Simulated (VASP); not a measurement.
# SiC (Moissanite) (P6_3mc) in VASP: settings compared

SiC (Moissanite) is run at these levels: revPBE, PBEsol, RPBE; tasks: single point.

All numbers are computed with VASP 6.6.1; they aren't measurements. Logs are shortened: lines on timing, memory, paths and dates and some standing lists are left out, and cuts for length are marked.

## 1. The cell of the first run

Symmetry: P6_3mc, No. 186, hexagonal system. Conventional cell: a = 3.076 Å, b = 3.076 Å, c = 5.048 Å, α = 90.00°, β = 90.00°, γ = 120.00°. Si (site symmetry 3m) has 4 C at 1.87 to 1.94 Å within 2.5 Å. C (site symmetry 3m) has 4 Si at 1.87 to 1.94 Å within 2.5 Å.

## 2. Single point, revPBE

File INCAR:

```
PREC     = Accurate       # precision mode
ENCUT    = 520            # plane-wave cutoff, eV
EDIFF    = 1E-7           # SCF threshold, eV
ISMEAR   = 0              # smearing method
SIGMA    = 0.01           # smearing width, eV
LREAL    = False          # projectors in reciprocal space
LASPH    = True           # aspherical terms in the spheres
NELM     = 100            # most SCF steps
ALGO     = Normal         # electronic algorithm
ISIF     = 2              # what is computed and relaxed
LWAVE    = False          # write WAVECAR
LCHARG   = False          # write CHGCAR
GGA      = RE             # functional
NBANDS   = 16             # bands
```

File KPOINTS:

```
Automatic mesh
0
Gamma
  6 6 4
```

File POSCAR:

```
SiC
1.0
    3.0760000000      0.0000000000      0.0000000000
   -1.5380000000      2.6638941400      0.0000000000
    0.0000000000      0.0000000000      5.0480000000
Si C
2 2
Direct
    0.3333333333      0.6666666667      0.0000000000
    0.6666666667      0.3333333333      0.5000000000
    0.3333333333      0.6666666667      0.3850000000
    0.6666666667      0.3333333333      0.8850000000
```

Potentials or basis: VASP PAW PBE potentials, release 64 (Si, C).

Run with:

```
> cat potpaw_PBE.64/Si/POTCAR potpaw_PBE.64/C/POTCAR > POTCAR
> mpirun -np 1 vasp_std > vasp.out
```

OUTCAR:

```text
PREC = Accurate
   ENCUT = 520
   EDIFF = 1E-7
   ISMEAR = 0
   LREAL = False
   LASPH = True
   NELM = 100
   ISIF = 2
   GGA = RE

 ion  position               nearest neighbor table
   1  0.333  0.667  0.000-   4 1.87   4 1.87   4 1.87   3 1.94   2 3.09   2 3.09   2 3.09   2 3.09
                             2 3.09   2 3.09
   2  0.667  0.333  0.500-   3 1.87   3 1.87   3 1.87   4 1.94   1 3.09   1 3.09   1 3.09   1 3.09
                             1 3.09   1 3.09
   3  0.333  0.667  0.385-   2 1.87   2 1.87   2 1.87   1 1.94
   4  0.667  0.333  0.885-   1 1.87   1 1.87   1 1.87   2 1.94

  LATTYP: Found a hexagonal cell.
 ALAT       =     3.0760000000
 C/A-ratio  =     1.6410923277

  Lattice vectors:

 A1 = (   3.0760000000,   0.0000000000,   0.0000000000)
 A2 = (  -1.5380000000,   2.6638941400,   0.0000000000)
 A3 = (   0.0000000000,   0.0000000000,   5.0480000000)

Analysis of symmetry for initial positions (statically):
=====================================================================
 Subroutine PRICEL returns:
 Original cell was already a primitive cell.

 Routine SETGRP: Setting up the symmetry group for a
 hexagonal supercell.

 Subroutine GETGRP returns: Found 12 space group operations
 (whereof  6 operations were pure point group operations)
 out of a pool of 24 trial point group operations.

The static configuration has the point symmetry C_3v.
 The point group associated with its full space group is C_6v.

Analysis of symmetry for dynamics (positions and initial velocities):
=====================================================================
 Subroutine PRICEL returns:
 Original cell was already a primitive cell.

 Routine SETGRP: Setting up the symmetry group for a
 hexagonal supercell.

 Subroutine GETGRP returns: Found 12 space group operations
 (whereof  6 operations were pure point group operations)
 out of a pool of 24 trial point group operations.

The dynamic configuration has the point symmetry C_3v.
 The point group associated with its full space group is C_6v.

 Subroutine INISYM returns: Found 12 space group operations
 (whereof  6 operations are pure point group operations),
 and found     1 'primitive' translations

----------------------------------------------------------------------------------------

                                     Primitive cell

  volume of cell :      41.3640
[... 89 lines left out ...]
   EDIFF  = 0.1E-06   stopping-criterion for ELM
   LREAL  =      F    real-space projection
   EDIFFG = 0.1E-05   stopping-criterion for IOM
   NSW    =      0    number of steps for IOM
   IBRION =     -1    ionic relax: 0-MD 1-quasi-New 2-CG
   NFREE  =      0    steps in history (QN), initial steepest desc. (CG)
   ISIF   =      2    stress and relaxation
   ISYM   =      2    0-nonsym 1-usesym 2-fastsym
   POTIM  = 0.5000    time-step for ionic-motion
   TEBEG  =    0.0;   TEEND  =   0.0 temperature during run
   PSTRESS=    0.0 pullay stress
   NELECT =      16.0000    total number of electrons
   NUPDOWN=      -1.0000    fix difference up-down
   EMIN   =  10.00;   EMAX   =-10.00  energy-range for DOS
   EFERMI =   0.00;   METHOD = LEGACY
   ISMEAR =     0;   SIGMA  =   0.01  broadening in eV -4-tet -1-fermi 0-gaus
   EFERMI_NEDOS =   21; number of points for ismear=-14 and -15
   IALGO  =     38    algorithm
   IMIX   =      4    mixing-type and parameters
     AMIX     =   0.40;   BMIX     =  1.00
     AMIX_MAG =   1.60;   BMIX_MAG =  1.00
  volume/ion in A,a.u.               =      10.34        69.78
  Fermi-wavevector in a.u.,A,eV,Ry     =   1.192817  2.254098 19.358549  1.422813
  Thomas-Fermi vector in A             =   2.328847
   LORBIT       =      0    0 simple, 1 ext, 2 COOP (PROOUT), +10 PAW based schemes
   GGA     = RE    functional components
   LHFCALC =     F    Hartree Fock is set to
   AEXX    =    0.0000 exact exchange contribution
   IVDW    =     0    specifies the selected vdW correction
   LEPSILON=     F    determine dielectric tensor
   LRPA    =     F    only Hartree local field effects (RPA)
 non-spin polarized calculation
 Gauss-broadening in eV      SIGMA  =   0.01
  energy-cutoff  :      520.00
  volume of cell :       41.36
 maximum number of plane-waves:      1132
 NGX is ok and might be reduce to    24
   NGX = 11   NGY = 11   NGZ = 19

 number of electron      16.0000000 magnetization

 Free energy of the ion-electron system (eV)
  ---------------------------------------------------
  ext. energy  EPLUGINS =         0.00000000
  ---------------------------------------------------
  free energy    TOTEN  =       -28.82699147 eV

  energy without entropy =      -28.82699147  energy(sigma->0) =      -28.82699147

 E-fermi :   8.5242     XC(G=0): -11.3002

 val. band max:        8.4813681380   @ k =   0.0000   0.0000   0.0000
 cond. band min:      10.8267952994   @ k =   0.3333   0.3333   0.0000
 fundamental gap:      2.3454271613
 Fermi energy:         8.5241501123

 k-point     1 :       0.0000    0.0000    0.0000
  band No.  band energies     occupation
      1      -7.2608      2.00000
      2      -3.7713      2.00000
      3      -0.2028      2.00000
      4       6.9270      2.00000
      5       6.9270      2.00000
      6       8.2054      2.00000
[... 376 lines left out ...]
      3       0.5618      2.00000
      4       0.5618      2.00000
      5       2.6354      2.00000
      6       2.6354      2.00000
[... 8 lines left out ...]
     15      19.8916      0.00000
     16      19.8916      0.00000

------------------------ aborting loop because EDIFF is reached ----------------------------------------

  FORCE on cell =-STRESS in cart. coord.  units (eV):
  Direction    XX          YY          ZZ          XY          YZ          ZX
  --------------------------------------------------------------------------------------
  -------------------------------------------------------------------------------------
  Total        1.9349808      1.9349808      0.5773997      0.0000000      0.0000000      0.0000000
  in kB       74.9487877     74.9487876     22.3647725      0.0000000      0.0000000      0.0000000
  external PRESSURE =      57.4207826 kB  Pullay stress =       0.0000000 kB

 VOLUME and BASIS-vectors are now :
 -----------------------------------------------------------------------------
  energy-cutoff  :      520.00
  volume of cell :       41.36
      direct lattice vectors                 reciprocal lattice vectors
     3.076000000  0.000000000  0.000000000     0.325097529  0.187695146  0.000000000
    -1.538000000  2.663894140  0.000000000     0.000000000  0.375390292  0.000000000
     0.000000000  0.000000000  5.048000000     0.000000000  0.000000000  0.198098257

 POSITION                                       TOTAL-FORCE (eV/Angst)
 -----------------------------------------------------------------------------------
     -0.00000      1.77593      0.00000        -0.000000     -0.000000      0.749774
      1.53800      0.88796      2.52400        -0.000000      0.000000      0.749774
     -0.00000      1.77593      1.94348        -0.000000      0.000000     -0.749774
      1.53800      0.88796      4.46748         0.000000      0.000000     -0.749774
 -----------------------------------------------------------------------------------
    total drift:                                0.000000      0.000000     -0.000281

  FREE ENERGIE OF THE ION-ELECTRON SYSTEM (eV)
  ---------------------------------------------------
  free  energy   TOTEN  =       -28.8269914664 eV

  energy  without entropy=      -28.8269914664  energy(sigma->0) =      -28.82699147
```

OSZICAR:

```text
N       E                     dE             d eps       ncg     rms          rms(c)
DAV:   1     0.258160704495E+02    0.25816E+02   -0.71111E+03   672   0.894E+02
DAV:   2    -0.300666616800E+02   -0.55883E+02   -0.49588E+02   968   0.155E+02
DAV:   3    -0.324373776941E+02   -0.23707E+01   -0.23600E+01   864   0.298E+01
DAV:   4    -0.324547509946E+02   -0.17373E-01   -0.17370E-01   856   0.311E+00
DAV:   5    -0.324549162026E+02   -0.16521E-03   -0.16521E-03   832   0.289E-01    0.131E+01
DAV:   6    -0.289081235113E+02    0.35468E+01   -0.62148E+00   864   0.153E+01    0.615E+00
DAV:   7    -0.288360990900E+02    0.72024E-01   -0.11250E+00   952   0.621E+00    0.260E+00
DAV:   8    -0.288266391220E+02    0.94600E-02   -0.45440E-02   744   0.138E+00    0.649E-01
DAV:   9    -0.288264571105E+02    0.18201E-03   -0.80214E-03   848   0.618E-01    0.135E-01
DAV:  10    -0.288269540309E+02   -0.49692E-03   -0.11504E-03   800   0.201E-01    0.584E-02
DAV:  11    -0.288269886884E+02   -0.34657E-04   -0.13697E-04   800   0.819E-02    0.957E-03
DAV:  12    -0.288269906074E+02   -0.19190E-05   -0.92589E-06   888   0.194E-02    0.359E-03
DAV:  13    -0.288269914038E+02   -0.79641E-06   -0.90849E-07   840   0.623E-03    0.295E-03
DAV:  14    -0.288269914664E+02   -0.62595E-07   -0.16100E-08   584   0.101E-03
   1 F= -.28826991E+02 E0= -.28826991E+02  d E =-.440740E-12
```

stdout:

```text
POSCAR found type information on POSCAR SiC
 POSCAR found :  2 types and       4 ions
 scaLAPACK will be used
 -----------------------------------------------------------------------------
|                                                                             |
|                                                                             |
|     You enforced a specific xc type in the INCAR file but a different       |
|     I HOPE YOU KNOW WHAT YOU ARE DOING!                                     |
|                                                                             |
 -----------------------------------------------------------------------------

 LDA part: xc-table for (Slater+PW92), standard interpolation
 POSCAR, INCAR and KPOINTS ok, starting setup
 FFT: planning ... GRIDC
 FFT: planning ... GRID_SOFT
 FFT: planning ... GRID
 WAVECAR not read
 entering main loop
```

Run time: 9 s. Hardware: 1 thread of Intel Xeon Platinum 8488C (Sapphire Rapids), shared host; peak memory 0.15 GiB.

What came out:

```
Free energy            : -28.8270 eV
Pressure               : 5.7 GPa
Largest force          : 0.750 eV/Å
Band gap on the k mesh : 2.35 eV, indirect (least direct gap 4.10 eV)
```

Forces in eV/Å, atoms in the order of the input:
```
Si   0.000  0.000  0.750
Si   0.000  0.000  0.750
C    0.000  0.000 -0.750
C    0.000  0.000 -0.750
```

Caveat: the PAW data sets were made with another functional, which shifts forces and pressure a little.

## 3. Single point, PBEsol

File INCAR:

```
SYSTEM = SiC
ALGO = Normal
EDIFF = 1E-6
ENCUT = 520
GGA = PS
ISIF = 2
ISMEAR = 0
LASPH = .TRUE.
LCHARG = .FALSE.
LREAL = .FALSE.
LWAVE = .FALSE.
NBANDS = 16
NELM = 60
PREC = Accurate
SIGMA = 0.01
```

File KPOINTS:

```
k-points
0
G
  6 6 4
  0 0 0
```

POSCAR is that of step 2.

Potentials or basis: VASP PAW PBE potentials, release 64 (Si, C).

Run with:

```
> cat potpaw_PBE.64/Si/POTCAR potpaw_PBE.64/C/POTCAR > POTCAR
> mpirun -np 1 vasp_std > vasp.out
```

OUTCAR:

```text
SYSTEM = SiC
   EDIFF = 1E-6
   ENCUT = 520
   GGA = PS
   ISIF = 2
   ISMEAR = 0
   LASPH = .TRUE.
   LREAL = .FALSE.
   NELM = 60
   PREC = Accurate

 ion  position               nearest neighbor table
   1  0.333  0.667  0.000-   4 1.87   4 1.87   4 1.87   3 1.94   2 3.09   2 3.09   2 3.09   2 3.09
                             2 3.09   2 3.09
   2  0.667  0.333  0.500-   3 1.87   3 1.87   3 1.87   4 1.94   1 3.09   1 3.09   1 3.09   1 3.09
                             1 3.09   1 3.09
[... 600 lines left out ...]
  --------------------------------------------------------------------------------------
  -------------------------------------------------------------------------------------
  Total        0.5961667      0.5961667     -0.7202880      0.0000000      0.0000000      0.0000000
  in kB       23.0916860     23.0916860    -27.8993505      0.0000000      0.0000000      0.0000000
  external PRESSURE =       6.0946738 kB  Pullay stress =       0.0000000 kB

 VOLUME and BASIS-vectors are now :
 -----------------------------------------------------------------------------
  energy-cutoff  :      520.00
  volume of cell :       41.36
      direct lattice vectors                 reciprocal lattice vectors
     3.076000000  0.000000000  0.000000000     0.325097529  0.187695146  0.000000000
    -1.538000000  2.663894140  0.000000000     0.000000000  0.375390292  0.000000000
     0.000000000  0.000000000  5.048000000     0.000000000  0.000000000  0.198098257

 POSITION                                       TOTAL-FORCE (eV/Angst)
 -----------------------------------------------------------------------------------
     -0.00000      1.77593      0.00000         0.000000      0.000000      0.743046
      1.53800      0.88796      2.52400        -0.000000     -0.000000      0.743046
     -0.00000      1.77593      1.94348        -0.000000      0.000000     -0.743046
      1.53800      0.88796      4.46748         0.000000      0.000000     -0.743046
 -----------------------------------------------------------------------------------
    total drift:                                0.000000      0.000000     -0.000298

  FREE ENERGIE OF THE ION-ELECTRON SYSTEM (eV)
  ---------------------------------------------------
  free  energy   TOTEN  =       -31.7756844722 eV

  energy  without entropy=      -31.7756844722  energy(sigma->0) =      -31.77568447
```

It took 7.4 s on 1 thread of Intel Xeon Platinum 8488C (Sapphire Rapids), shared host; peak memory 0.15 GiB.

Results:

```yaml
Free_energy: -31.7757 eV
Pressure: 0.6 GPa
Largest_force: 0.743 eV/Å
Band_gap_on_the_k_mesh: 2.16 eV, indirect (least direct gap 3.95 eV)
```

Forces in eV/Å, atoms in the order of the input:
```
Si   0.000  0.000  0.743
Si   0.000  0.000  0.743
C    0.000  0.000 -0.743
C    0.000  0.000 -0.743
```

Stress tensor (GPa, compression positive):
```
 2.31  0.00  0.00
 0.00  2.31  0.00
 0.00  0.00 -2.79
```

Levels at points of the mesh, in eV from the valence-band top:
| k point | band 4 | band 5 | band 6 | band 7 | band 8 | band 9 | band 10 | band 11 | band 12 | band 13 |
| --- | --- | --- | --- | --- | --- | --- | --- | --- | --- | --- |
| (0.00, 0.00, 0.00) | -1.56 | -1.56 | -0.27 | -0.27 | 0.00 | 4.57 | 5.97 | 6.43 | 6.43 | 7.49 |
| (0.50, 0.00, 0.00) | -6.57 | -5.47 | -3.56 | -3.32 | -1.49 | 2.47 | 4.10 | 6.66 | 7.12 | 9.64 |
| (0.00, 0.00, 0.50) | -4.48 | -0.96 | -0.96 | -0.96 | -0.96 | 5.65 | 5.65 | 7.09 | 7.09 | 7.09 |
| (0.50, 0.00, 0.50) | -8.50 | -2.70 | -2.70 | -2.35 | -2.35 | 3.05 | 3.05 | 4.90 | 4.90 | 10.31 |

Caveat: the PAW data sets were made with another functional, which shifts forces and pressure a little.

(Continued in part 2 of 2.)
